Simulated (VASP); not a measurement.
# HfO2 (R3m) in VASP: further runs

HfO2 is run at these levels: PBE; tasks: single point.

Everything below comes from runs of VASP 6.6.1. Logs are shortened: lines on timing, memory, paths and dates and some standing lists are left out, and cuts for length are marked.

### Step 1. The cell of the first run

The structure is trigonal, space group R3m (No. 160). The conventional cell has a = 3.617 Å, b = 3.617 Å, c = 8.859 Å, α = 90.00°, β = 90.00°, γ = 120.00°. Hf (site symmetry 3m) has 8 O at 1.98 to 2.45 Å within 2.6 Å. O (site symmetry 3m) has 4 Hf at 1.98 to 2.30 Å and 6 O at 2.56 Å within 2.6 Å. Within 2.8 Å of O (site symmetry 3m) lie 4 Hf at 2.15 to 2.45 Å and 6 O at 2.56 Å.

### Step 2. Single point, PBE (atoms displaced along a vibrational mode)

INCAR

```
PREC = Accurate
ENCUT = 520
EDIFF = 1E-7
ISMEAR = 0
SIGMA = 0.05
LREAL = F
LASPH = T
NELM = 100
ALGO = Normal
ISIF = 2
LWAVE = F
LCHARG = T
GGA = PE
LELF = T
LVHAR = T
NBANDS = 18
```

KPOINTS

```
regular mesh
0
Gamma
  8 8 8
```

POSCAR

```
HfO2
1.0
    0.0000000000      2.5575000000      2.5575000000
    2.5575000000      0.0000000000      2.5575000000
    2.5575000000      2.5575000000      0.0000000000
Hf O
1 2
Direct
    0.0040470404      0.0040470404      0.0040470404
    0.2274252094      0.2274252094      0.2274252094
    0.7274252094      0.7274252094      0.7274252094
```

Potentials or basis: VASP PAW PBE potentials, release 64 (Hf_pv, O).

Launch:

```
$ cat potpaw_PBE.64/Hf_pv/POTCAR potpaw_PBE.64/O/POTCAR > POTCAR
$ mpirun -np 1 vasp_std > vasp.out
```

OUTCAR:

```text
PREC = Accurate
   ENCUT = 520
   EDIFF = 1E-7
   ISMEAR = 0
   LREAL = F
   LASPH = T
   NELM = 100
   ISIF = 2
   GGA = PE

 ion  position               nearest neighbor table
   1  0.004  0.004  0.004-   2 1.98   3 2.15   3 2.15   3 2.15   2 2.30   2 2.30   2 2.30   3 2.45

   2  0.227  0.227  0.227-   1 1.98   1 2.30   1 2.30   1 2.30
   3  0.727  0.727  0.727-   1 2.15   1 2.15   1 2.15   1 2.45

  LATTYP: Found a face centered cubic cell.
 ALAT       =     5.1150000000

  Lattice vectors:

 A1 = (   0.0000000000,   2.5575000000,   2.5575000000)
 A2 = (   2.5575000000,   0.0000000000,   2.5575000000)
 A3 = (   2.5575000000,   2.5575000000,   0.0000000000)

Analysis of symmetry for initial positions (statically):
=====================================================================
 Subroutine PRICEL returns:
 Original cell was already a primitive cell.

 Routine SETGRP: Setting up the symmetry group for a
 face centered cubic supercell.

 Subroutine GETGRP returns: Found  6 space group operations
 (whereof  6 operations were pure point group operations)
 out of a pool of 48 trial point group operations.

The static configuration has the point symmetry C_3v.

Analysis of symmetry for dynamics (positions and initial velocities):
=====================================================================
 Subroutine PRICEL returns:
 Original cell was already a primitive cell.

 Routine SETGRP: Setting up the symmetry group for a
 face centered cubic supercell.

 Subroutine GETGRP returns: Found  6 space group operations
 (whereof  6 operations were pure point group operations)
 out of a pool of 48 trial point group operations.

The dynamic configuration has the point symmetry C_3v.

 Subroutine INISYM returns: Found  6 space group operations
 (whereof  6 operations are pure point group operations),
 and found     1 'primitive' translations

----------------------------------------------------------------------------------------

                                     Primitive cell

  volume of cell :      33.4562

  direct lattice vectors                    reciprocal lattice vectors
     0.000000000  2.557500000  2.557500000    -0.195503421  0.195503421  0.195503421
     2.557500000  0.000000000  2.557500000     0.195503421 -0.195503421  0.195503421
     2.557500000  2.557500000  0.000000000     0.195503421  0.195503421 -0.195503421

  length of vectors
     3.616851186  3.616851186  3.616851186     0.338621859  0.338621859  0.338621859

  position of ions in fractional coordinates (direct lattice)
     0.004047040  0.004047040  0.004047040
     0.227425209  0.227425209  0.227425209
     0.727425209  0.727425209  0.727425209

  ion indices of the primitive-cell ions
   primitive index   ion index
                 1           1
                 2           2
                 3           3

----------------------------------------------------------------------------------------

 KPOINTS: regular mesh

Automatic generation of k-mesh.
 Grid dimensions read from file:
 generate k-points for:    8    8    8

 Generating k-lattice:

  Cartesian coordinates                     Fractional coordinates (reciprocal lattice)
    -0.024437928  0.024437928  0.024437928     0.125000000  0.000000000  0.000000000
     0.024437928 -0.024437928  0.024437928     0.000000000  0.125000000  0.000000000
     0.024437928  0.024437928 -0.024437928     0.000000000  0.000000000  0.125000000

  Length of vectors
     0.042327732  0.042327732  0.042327732

  Shift w.r.t. Gamma in fractional coordinates (k-lattice)
     0.000000000  0.000000000  0.000000000

 Subroutine IBZKPT returns following result:
 ===========================================

 Found     65 irreducible k-points:

 Following reciprocal coordinates:
            Coordinates               Weight
  0.000000  0.000000  0.000000      1.000000
  0.125000  0.000000  0.000000      6.000000
  0.125000  0.125000  0.125000      2.000000
  0.250000  0.000000  0.000000      6.000000
  0.250000  0.250000  0.250000      2.000000
  0.375000  0.000000  0.000000      6.000000
[... 16 lines left out ...]
 -0.250000  0.125000  0.000000     12.000000
  0.125000  0.125000  0.375000      6.000000
 [... further k-points ...]
   k-points           NKPTS =     65   k-points in BZ     NKDIM =     65   number of bands    NBANDS=     18
   number of dos      NEDOS =    301   number of ions     NIONS =      3
   total plane-waves  NPLWV =  21952
   dimension x,y,z NGX =    28 NGY =   28 NGZ =   28
   dimension x,y,z NGXF=    56 NGYF=   56 NGZF=   56
   ions per type =               1   2
   NGX,Y,Z   is equivalent  to a cutoff of  12.87, 12.87, 12.87 a.u.
   NGXF,Y,Z  is equivalent  to a cutoff of  25.74, 25.74, 25.74 a.u.
 SYSTEM =  unknown system
   PREC   = accura    normal or accurate (medium, high low for compatibility)
   ISTART =      0    job   : 0-new  1-cont  2-samecut
   ICHARG =      2    charge: 1-file 2-atom 10-const
   ISPIN  =      1    spin polarized calculation?
   LNONCOLLINEAR =      F non collinear calculations
   LSORBIT =      F    spin-orbit coupling
   LASPH  =      T    aspherical Exc in radial PAW
   ENCUT  =  520.0 eV  38.22 Ry    6.18 a.u.   6.72  6.72  6.72*2*pi/ulx,y,z
   NELM   =    100;   NELMIN=  2; NELMDL= -5     # of ELM steps
   EDIFF  = 0.1E-06   stopping-criterion for ELM
   LREAL  =      F    real-space projection
   EDIFFG = 0.1E-05   stopping-criterion for IOM
   NSW    =      0    number of steps for IOM
   IBRION =     -1    ionic relax: 0-MD 1-quasi-New 2-CG
   NFREE  =      0    steps in history (QN), initial steepest desc. (CG)
   ISIF   =      2    stress and relaxation
   ISYM   =      2    0-nonsym 1-usesym 2-fastsym
   POTIM  = 0.5000    time-step for ionic-motion
   TEBEG  =    0.0;   TEEND  =   0.0 temperature during run
   PSTRESS=    0.0 pullay stress
   NELECT =      22.0000    total number of electrons
   NUPDOWN=      -1.0000    fix difference up-down
   EMIN   =  10.00;   EMAX   =-10.00  energy-range for DOS
   EFERMI =   0.00;   METHOD = LEGACY
   ISMEAR =     0;   SIGMA  =   0.05  broadening in eV -4-tet -1-fermi 0-gaus
   EFERMI_NEDOS =   21; number of points for ismear=-14 and -15
   IALGO  =     38    algorithm
   IMIX   =      4    mixing-type and parameters
     AMIX     =   0.40;   BMIX     =  1.00
     AMIX_MAG =   1.60;   BMIX_MAG =  1.00
  volume/ion in A,a.u.               =      11.15        75.26
  Fermi-wavevector in a.u.,A,eV,Ry     =   1.423607  2.690227 27.574337  2.026657
  Thomas-Fermi vector in A             =   2.544186
   LORBIT       =      0    0 simple, 1 ext, 2 COOP (PROOUT), +10 PAW based schemes
   GGA     = PE    functional components
   LHFCALC =     F    Hartree Fock is set to
   AEXX    =    0.0000 exact exchange contribution
   IVDW    =     0    specifies the selected vdW correction
   LEPSILON=     F    determine dielectric tensor
   LRPA    =     F    only Hartree local field effects (RPA)
 non-spin polarized calculation
 Gauss-broadening in eV      SIGMA  =   0.05
  energy-cutoff  :      520.00
  volume of cell :       33.46
 maximum number of plane-waves:       934
   NGX = 13   NGY = 13   NGZ = 13

 number of electron      22.0000004 magnetization

 Free energy of the ion-electron system (eV)
  ---------------------------------------------------
  ext. energy  EPLUGINS =         0.00000000
  ---------------------------------------------------
  free energy    TOTEN  =       -30.08574273 eV

  energy without entropy =      -30.08574273  energy(sigma->0) =      -30.08574273

 E-fermi :   4.3793     XC(G=0): -11.6755

 val. band max:        4.0627933522   @ k =   0.5000   0.5000   0.0000
 cond. band min:       7.9342172800   @ k =   0.5000   0.5000   0.0000
 fundamental gap:      3.8714239278
 Fermi energy:         4.3792951202

 k-point     1 :       0.0000    0.0000    0.0000
  band No.  band energies     occupation
      1     -25.7190      2.00000
      2     -25.6463      2.00000
      3     -25.6463      2.00000
      4     -14.5325      2.00000
      5     -11.8250      2.00000
      6      -1.1395      2.00000
[... 10 lines left out ...]
     17      13.9863      0.00000
     18      17.5619      0.00000

 k-point     2 :       0.1250    0.0000    0.0000
  band No.  band energies     occupation
      1     -25.7439      2.00000
      2     -25.6904      2.00000
      3     -25.6530      2.00000
      4     -14.3394      2.00000
      5     -11.9527      2.00000
      6      -1.1676      2.00000
[... 10 lines left out ...]
     17      14.0849      0.00000
     18      17.4342      0.00000

 k-point     3 :       0.1250    0.1250    0.1250
  band No.  band energies     occupation
      1     -25.7817      2.00000
      2     -25.6530      2.00000
      3     -25.6530      2.00000
      4     -14.3353      2.00000
      5     -11.9588      2.00000
      6      -0.9987      2.00000
[... 10 lines left out ...]
     17      13.8174      0.00000
     18      17.5543      0.00000

 k-point     4 :       0.2500    0.0000    0.0000
  band No.  band energies     occupation
      1     -25.8665      2.00000
      2     -25.7294      2.00000
      3     -25.6692      2.00000
      4     -13.8769      2.00000
      5     -12.2198      2.00000
      6      -0.8974      2.00000
[... 10 lines left out ...]
     17      13.8706      0.00000
     18      16.4039      0.00000

 k-point     5 :       0.2500    0.2500    0.2500
  band No.  band energies     occupation
      1     -25.9277      2.00000
      2     -25.6691      2.00000
      3     -25.6691      2.00000
      4     -13.8745      2.00000
      5     -12.2202      2.00000
      6      -0.6569      2.00000
[... 10 lines left out ...]
     17      13.4630      0.00000
     18      17.1859      0.00000

 k-point     6 :       0.3750    0.0000    0.0000
  band No.  band energies     occupation
      1     -25.9995      2.00000
      2     -25.7513      2.00000
      3     -25.6853      2.00000
      4     -13.4566      2.00000
      5     -12.3942      2.00000
      6      -0.5141      2.00000
[... 10 lines left out ...]
     17      13.5818      0.00000
     18      15.8358      0.00000

 k-point     7 :       0.3750    0.3750    0.3750
  band No.  band energies     occupation
      1     -26.0667      2.00000
      2     -25.6852      2.00000
      3     -25.6852      2.00000
      4     -13.5016      2.00000
      5     -12.3313      2.00000
      6      -0.3333      2.00000
[... 10 lines left out ...]
     17      14.1093      0.00000
     18      16.1485      0.00000

 k-point     8 :       0.5000    0.0000    0.0000
  band No.  band energies     occupation
      1     -26.0534      2.00000
      2     -25.7597      2.00000
      3     -25.6920      2.00000
      4     -13.3263      2.00000
      5     -12.4065      2.00000
      6      -0.3243      2.00000
[... 10 lines left out ...]
     17      13.7184      0.00000
     18      15.9539      0.00000
[... 229 lines left out ...]
     17      14.5619      0.00000
     18      16.2234      0.00000

 k-point    20 :      -0.3750    0.1250    0.0000
  band No.  band energies     occupation
      1     -26.0104      2.00000
      2     -25.7837      2.00000
      3     -25.7140      2.00000
      4     -13.2637      2.00000
      5     -12.4572      2.00000
      6      -0.5552      2.00000
[... 10 lines left out ...]
     17      14.1674      0.00000
     18      16.0890      0.00000

 k-point    21 :       0.1250    0.1250    0.5000
  band No.  band energies     occupation
      1     -26.0164      2.00000
      2     -25.8000      2.00000
      3     -25.6921      2.00000
      4     -13.2429      2.00000
      5     -12.4807      2.00000
      6      -0.6060      2.00000
[... 10 lines left out ...]
     17      14.1583      0.00000
     18      16.1371      0.00000

 k-point    22 :      -0.3750    0.5000   -0.3750
  band No.  band energies     occupation
      1     -26.0795      2.00000
      2     -25.7376      2.00000
      3     -25.6919      2.00000
      4     -13.3183      2.00000
      5     -12.3852      2.00000
      6      -0.5703      2.00000
[... 10 lines left out ...]
     17      14.5043      0.00000
     18      16.2400      0.00000

 k-point    23 :      -0.2500    0.1250    0.0000
  band No.  band energies     occupation
      1     -25.9094      2.00000
      2     -25.7667      2.00000
      3     -25.6956      2.00000
      4     -13.5875      2.00000
      5     -12.3584      2.00000
      6      -0.7762      2.00000
[... 10 lines left out ...]
     17      13.8152      0.00000
     18      16.4086      0.00000

 k-point    24 :       0.1250    0.1250    0.3750
  band No.  band energies     occupation
      1     -25.9345      2.00000
      2     -25.7640      2.00000
      3     -25.6737      2.00000
      4     -13.5699      2.00000
      5     -12.3795      2.00000
      6      -0.8116      2.00000
[... 10 lines left out ...]
     17      13.6997      0.00000
     18      16.4665      0.00000

 [... further k-points ...]

------------------------ aborting loop because EDIFF is reached ----------------------------------------

  FORCE on cell =-STRESS in cart. coord.  units (eV):
  Direction    XX          YY          ZZ          XY          YZ          ZX
  --------------------------------------------------------------------------------------
  -------------------------------------------------------------------------------------
  Total       -0.0018736     -0.0018736     -0.0018736      0.7165597      0.7165597      0.7165597
  in kB       -0.0897247     -0.0897247     -0.0897247     34.3151630     34.3151630     34.3151630
  external PRESSURE =      -0.0897247 kB  Pullay stress =       0.0000000 kB

 VOLUME and BASIS-vectors are now :
 -----------------------------------------------------------------------------
  energy-cutoff  :      520.00
  volume of cell :       33.46
      direct lattice vectors                 reciprocal lattice vectors
     0.000000000  2.557500000  2.557500000    -0.195503421  0.195503421  0.195503421
     2.557500000  0.000000000  2.557500000     0.195503421 -0.195503421  0.195503421
     2.557500000  2.557500000  0.000000000     0.195503421  0.195503421 -0.195503421

 POSITION                                       TOTAL-FORCE (eV/Angst)
 -----------------------------------------------------------------------------------
      0.02070      0.02070      0.02070        -0.917554     -0.917554     -0.917554
      1.16328      1.16328      1.16328         0.861871      0.861871      0.861871
      3.72078      3.72078      3.72078         0.055683      0.055683      0.055683
 -----------------------------------------------------------------------------------
    total drift:                                0.000035      0.000035      0.000035

  FREE ENERGIE OF THE ION-ELECTRON SYSTEM (eV)
  ---------------------------------------------------
  free  energy   TOTEN  =       -30.0857427328 eV

  energy  without entropy=      -30.0857427328  energy(sigma->0) =      -30.08574273
```

Wall time 35 s (1 thread of Intel Xeon Platinum 8375C at 2.90GHz (Ice Lake), shared host); peak memory 0.18 GiB.

What came out:

- Free energy: -30.0857 eV
- Pressure: 0.0 GPa
- Largest force: 1.589 eV/Å
- Band gap on the k mesh: 3.87 eV

Forces in eV/Å, atoms in the order of the input:
```
Hf  -0.918 -0.918 -0.918
O    0.862  0.862  0.862
O    0.056  0.056  0.056
```

Caveat: the cell differs from its parent crystal (atoms displaced along a vibrational mode); spin-orbit coupling is left out, which moves the levels of the heavy elements; forces of over 1 eV/Å act on the atoms, so gaps and moduli don't describe the material at rest. A k mesh can miss the band edges.

### Step 3. Single point, PBE (atoms displaced along a vibrational mode)

INCAR

```
SYSTEM = HfO2
  PREC = Accurate
  ENCUT = 520
  EDIFF = 1E-7
  ISMEAR = 0
  SIGMA = 0.05
  LREAL = .False.
  LASPH = .True.
  NELM = 80
  ALGO = Normal
  ISIF = 2
  LWAVE = .False.
  LCHARG = .True.
  GGA = PE
  LELF = .True.
  LVHAR = .True.
  NBANDS = 18
```

KPOINTS

```
Automatic mesh
0
Gamma
  8 8 8
  0 0 0
```

POSCAR

```
HfO2
1.0
    0.0000000000      2.5575000000      2.5575000000
    2.5575000000      0.0000000000      2.5575000000
    2.5575000000      2.5575000000      0.0000000000
Hf O
1 2
Direct
   -0.0030352803     -0.0030352803     -0.0030352803
    0.2669310929      0.2669310929      0.2669310929
    0.7669310929      0.7669310929      0.7669310929
```

Potentials or basis: VASP PAW PBE potentials, release 64 (Hf_pv, O).

Launch:

```
$ cat potpaw_PBE.64/Hf_pv/POTCAR potpaw_PBE.64/O/POTCAR > POTCAR
$ mpirun -np 1 vasp_std > vasp.out
```

Run time: 34 s. Hardware: 1 thread of Intel Xeon Platinum 8375C at 2.90GHz (Ice Lake), shared host; peak memory 0.18 GiB.

Results (log left out):

```yaml
Free_energy: -30.1602 eV
Pressure: -2.7 GPa
Largest_force: 0.973 eV/Å
Band_gap_on_the_k_mesh: 3.81 eV
```

Forces on the atoms (eV/Å):
```
Hf   0.561  0.561  0.561
O   -0.063 -0.063 -0.063
O   -0.499 -0.499 -0.499
```

Stress tensor (GPa, compression positive):
```
-2.73  1.84  1.84
 1.84 -2.73  1.84
 1.84  1.84 -2.73
```

Levels at points of the mesh, in eV from the valence-band top:
```csv
k point,band 9,band 10,band 11,band 12,band 13,band 14
"(0.00, 0.00, 0.00)",-0.86,-0.86,-0.64,4.14,4.14,5.55
"(0.50, 0.00, 0.00)",-2.61,-1.94,-1.92,4.63,4.64,6.64
"(0.50, 0.50, 0.50)",-2.60,-1.84,-1.84,4.59,4.59,6.18
"(0.50, 0.50, 0.00)",-1.70,-1.44,0.00,3.81,5.34,6.49
```

Caveat: the cell differs from its parent crystal (atoms displaced along a vibrational mode); spin-orbit coupling is left out, which moves the levels of the heavy elements. A k mesh can miss the band edges.
